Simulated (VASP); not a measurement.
# TiC (I4mm) in VASP: notebook, part 2 of 2

VASP 6.6.1.

**4. Single point, PBE**

File INCAR:

```
PREC = Accurate
ENCUT = 520
EDIFF = 1E-7
ISMEAR = 0
SIGMA = 0.15
LREAL = False
LASPH = True
NELM = 100
ALGO = Normal
ISIF = 2
LWAVE = False
LCHARG = False
GGA = PE
NBANDS = 15
```

File KPOINTS:

```
Automatic mesh
0
Gamma
  18 18 18
```

File POSCAR:

```
TiC
1.0
    0.0000000000      2.1640000000      2.1640000000
    2.1640000000      0.0000000000      2.1640000000
    2.1640000000      2.1640000000      0.0000000000
Ti C
1 1
Direct
    0.0346580407      0.0346580407     -0.0346580407
    0.5000000000      0.5000000000      0.5000000000
```

Potentials or basis: VASP PAW PBE potentials, release 64 (Ti_sv, C).

On the command line:

```console
> cat potpaw_PBE.64/Ti_sv/POTCAR potpaw_PBE.64/C/POTCAR > POTCAR
> mpirun -np 1 vasp_std > vasp.out
```

OUTCAR:

```text
PREC = Accurate
   ENCUT = 520
   EDIFF = 1E-7
   ISMEAR = 0
   LREAL = False
   LASPH = True
   NELM = 100
   ISIF = 2
   GGA = PE

 ion  position               nearest neighbor table
   1  0.035  0.035  0.965-   2 2.01   2 2.17   2 2.17   2 2.17   2 2.17   2 2.31
   2  0.500  0.500  0.500-   1 2.01   1 2.17   1 2.17   1 2.17   1 2.17   1 2.31

  LATTYP: Found a face centered cubic cell.
 ALAT       =     4.3280000000

  Lattice vectors:

 A1 = (   0.0000000000,   2.1640000000,   2.1640000000)
 A2 = (   2.1640000000,   0.0000000000,   2.1640000000)
 A3 = (   2.1640000000,   2.1640000000,   0.0000000000)

Analysis of symmetry for initial positions (statically):
=====================================================================
 Subroutine PRICEL returns:
 Original cell was already a primitive cell.

 Routine SETGRP: Setting up the symmetry group for a
 face centered cubic supercell.

 Subroutine GETGRP returns: Found  8 space group operations
 (whereof  8 operations were pure point group operations)
 out of a pool of 48 trial point group operations.

The static configuration has the point symmetry C_4v.

Analysis of symmetry for dynamics (positions and initial velocities):
=====================================================================
 Subroutine PRICEL returns:
 Original cell was already a primitive cell.

 Routine SETGRP: Setting up the symmetry group for a
 face centered cubic supercell.

 Subroutine GETGRP returns: Found  8 space group operations
 (whereof  8 operations were pure point group operations)
 out of a pool of 48 trial point group operations.

The dynamic configuration has the point symmetry C_4v.

 Subroutine INISYM returns: Found  8 space group operations
 (whereof  8 operations are pure point group operations),
 and found     1 'primitive' translations

----------------------------------------------------------------------------------------

                                     Primitive cell

  volume of cell :      20.2676

  direct lattice vectors                    reciprocal lattice vectors
[... 118 lines left out ...]
 non-spin polarized calculation
 Gauss-broadening in eV      SIGMA  =   0.15
  energy-cutoff  :      520.00
  volume of cell :       20.27
 maximum number of plane-waves:       568
   NGX = 11   NGY = 11   NGZ = 11

 number of electron      16.0000001 magnetization

 Free energy of the ion-electron system (eV)
  ---------------------------------------------------
  ext. energy  EPLUGINS =         0.00000000
  ---------------------------------------------------
  free energy    TOTEN  =       -18.60684979 eV

  energy without entropy =      -18.60472979  energy(sigma->0) =      -18.60578979

 E-fermi :   9.5046     XC(G=0): -12.6981

 val. band max:        9.4839334207   @ k =   0.0556   0.0556   0.0000
 cond. band min:       9.5063087788   @ k =   0.5000   0.4444   0.0000
 fundamental gap:      0.0223753581
 Fermi energy:         9.5046089446

 k-point     1 :       0.0000    0.0000    0.0000
  band No.  band energies     occupation
      1     -47.1363      2.00000
      2     -23.1656      2.00000
      3     -23.1656      2.00000
      4     -23.1582      2.00000
      5      -2.9466      2.00000
      6       9.5957      0.39046
      7       9.5957      0.39046
      8       9.9146      0.00011
      9      10.1359      0.00000
     10      11.1616      0.00000
     11      11.7278      0.00000
     12      11.7278      0.00000
     13      12.5514      0.00000
     14      19.8564      0.00000
[... 401 lines left out ...]
      2     -23.5863      2.00000
      3     -23.2141      2.00000
      4     -23.2082      2.00000
      5      -0.3760      2.00000
      6       4.7337      2.00000
      7       6.7849      2.00000
      8       7.0525      2.00000
      9      11.7085      0.00000
     10      12.0937      0.00000
     11      13.0123      0.00000
     12      16.4882      0.00000
     13      16.9693      0.00000
     14      19.2897      0.00000
     15      24.9805      0.00000

 [... further k-points ...]

------------------------ aborting loop because EDIFF is reached ----------------------------------------

  FORCE on cell =-STRESS in cart. coord.  units (eV):
  Direction    XX          YY          ZZ          XY          YZ          ZX
  --------------------------------------------------------------------------------------
  -------------------------------------------------------------------------------------
  Total        0.1940452      0.1940452      1.0469119      0.0000000      0.0000000      0.0000000
  in kB       15.3395173     15.3395173     82.7597055      0.0000000      0.0000000      0.0000000
  external PRESSURE =      37.8129133 kB  Pullay stress =       0.0000000 kB

 VOLUME and BASIS-vectors are now :
 -----------------------------------------------------------------------------
  energy-cutoff  :      520.00
  volume of cell :       20.27
      direct lattice vectors                 reciprocal lattice vectors
     0.000000000  2.164000000  2.164000000    -0.231053604  0.231053604  0.231053604
     2.164000000  0.000000000  2.164000000     0.231053604 -0.231053604  0.231053604
     2.164000000  2.164000000  0.000000000     0.231053604  0.231053604 -0.231053604

 POSITION                                       TOTAL-FORCE (eV/Angst)
 -----------------------------------------------------------------------------------
      2.16400      2.16400      0.15000         0.000000      0.000000     -1.396198
      2.16400      2.16400      2.16400         0.000000      0.000000      1.396198
 -----------------------------------------------------------------------------------
    total drift:                                0.000000      0.000000      0.000008

  FREE ENERGIE OF THE ION-ELECTRON SYSTEM (eV)
  ---------------------------------------------------
  free  energy   TOTEN  =       -18.6068497950 eV

  energy  without entropy=      -18.6047297938  energy(sigma->0) =      -18.60578979
```

stdout:

```text
POSCAR found type information on POSCAR TiC
 POSCAR found :  2 types and       2 ions
 scaLAPACK will be used
 LDA part: xc-table for (Slater+PW92), standard interpolation
 POSCAR, INCAR and KPOINTS ok, starting setup
 FFT: planning ... GRIDC
 FFT: planning ... GRID_SOFT
 FFT: planning ... GRID
 WAVECAR not read
 entering main loop
```

Wall time 80 s (1 thread of AMD EPYC 9R45 (Zen 5), shared host); peak memory 0.23 GiB.

Results:

| Quantity | Value |
| --- | --- |
| Free energy | -18.6068 eV |
| Pressure | 3.8 GPa |
| Largest force | 1.396 eV/Å |
| Band gap on the k mesh | zero (bands 8 and 9 overlap by 1.21 eV) |

Forces in eV/Å, atoms in the order of the input:
```
Ti   0.000  0.000 -1.396
C    0.000  0.000  1.396
```

Caveat: the cell differs from its parent crystal (all Ti atoms moved -0.150 Å, as atom 1 towards its neighbour atom 2 (C) at 2.164 Å); the cell stands under pressure; forces of over 1 eV/Å act on the atoms, so gaps and moduli don't describe the material at rest.

**5. Overview**

```tsv
cell	gap on the mesh (eV)	pressure (GPa)	largest force (eV/Å)
as given, atomic positions A	none	12.6	3.51
as given, atomic positions B	none	7.3	2.33
as given, atomic positions C	none	3.8	1.40
```

Alike in all rows: task single point; level PBE; potentials or basis VASP PAW PBE potentials, release 64 (Ti_sv, C); no spin polarisation; k mesh 18 × 18 × 18; cutoff (eV) 520; smearing gaussian 0.15 eV.

Caveats: the cell stands under pressure; forces of over 1 eV/Å act on the atoms, so gaps and moduli don't describe the material at rest.

Absolute energies hang on the potentials; compare differences alone.
